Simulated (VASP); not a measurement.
# AlNi: relaxation of cell and atoms with PBE

Crystal: AlNi.

```
Al Ni
1.0
     2.82595    0.00000    0.00000
     0.00000    2.82595    0.00000
     0.00000    0.00000    3.03666
Al Ni
1 1
Direct
  0.00000 0.00000 0.00000
  0.50000 0.50000 0.50000
```

```json
{
 "Program": "VASP 6.6.1",
 "Task": "relaxation of cell and atoms",
 "Functional": "PBE",
 "Potentials or basis": "VASP PAW PBE potentials, release 64 (Al, Ni)",
 "Cutoff": "600 eV",
 "k mesh": "20 × 20 × 18",
 "Occupations": "gaussian, width 0.1 eV",
 "Spin": "no spin polarisation",
 "Dipole correction": "no",
 "Further INCAR settings": "ALGO = Fast; EDIFF = 1e-06; IBRION = 2; EDIFFG = -0.01; NSW = 100; ISIF = 3"
}
```

```json
{"Relaxed volume": "12.11 Å³/atom", "Relaxed cell": "a = 2.896 Å, b = 2.896 Å, c = 2.888 Å, α = 90.00°, β = 90.00°, γ = 90.00°", "Space group after relaxing (to 0.05 Å)": "Pm-3m (No. 221)", "Energy gained by relaxing": "7.9 meV/atom", "Ionic steps": "9", "Pressure after relaxing": "-0.1 GPa"}
```

Stress tensor (GPa, compression positive):
```
-0.11  0.00  0.00
 0.00 -0.11  0.00
 0.00  0.00 -0.03
```

The path:
| step | energy change (eV) | largest force (eV/Å) | pressure (GPa) | volume (Å³) |
| --- | --- | --- | --- | --- |
| 1 | 0.0000 | 0.0000 | -0.04 | 24.25 |
| 2 | -0.0051 | 0.0000 | -0.03 | 24.24 |
| 3 | -0.0149 | 0.0000 | 0.20 | 24.18 |
| 4 | -0.0157 | 0.0000 | 0.50 | 24.14 |
| 5 | -0.0157 | 0.0000 | 0.24 | 24.15 |
| 6 | -0.0157 | 0.0000 | 0.22 | 24.15 |
| 7 | -0.0158 | 0.0000 | -0.29 | 24.25 |
| 8 | -0.0158 | 0.0000 | 0.14 | 24.22 |
| 9 | -0.0158 | 0.0000 | -0.09 | 24.23 |

Final structure:
```
Al Ni
1.0
     2.89640    0.00000    0.00000
     0.00000    2.89640    0.00000
     0.00000    0.00000    2.88810
Al Ni
1 1
Direct
  0.00000 0.00000 0.00000
  0.50000 0.50000 0.50000
```

Levels at points of the mesh, in eV from the Fermi level:
```csv
k point,band 5,band 6,band 7,band 8,band 9,band 10
"(0.00, 0.00, 0.00)",-1.51,-1.51,5.42,5.42,5.52,8.10
"(0.50, 0.00, 0.00)",-2.19,-1.42,-0.64,8.27,9.93,10.02
"(0.50, 0.50, 0.00)",-2.02,-2.02,-0.99,1.45,2.39,12.18
"(0.00, 0.00, 0.50)",-2.21,-1.43,-0.62,8.27,9.94,9.94
"(0.50, 0.00, 0.50)",-2.03,-2.03,-0.99,1.47,2.42,12.11
"(0.50, 0.50, 0.50)",-0.96,2.02,2.02,2.03,3.58,4.40
```

It took 9.2 min on 1 thread of Intel(R) Xeon(R) Platinum 8259CL CPU @ 2.50GHz (Skylake/Cascade Lake) (shared host), peak memory 0.37 GiB.

Spin polarisation is off, so any magnetic state and its effect on volume and gap are missing.
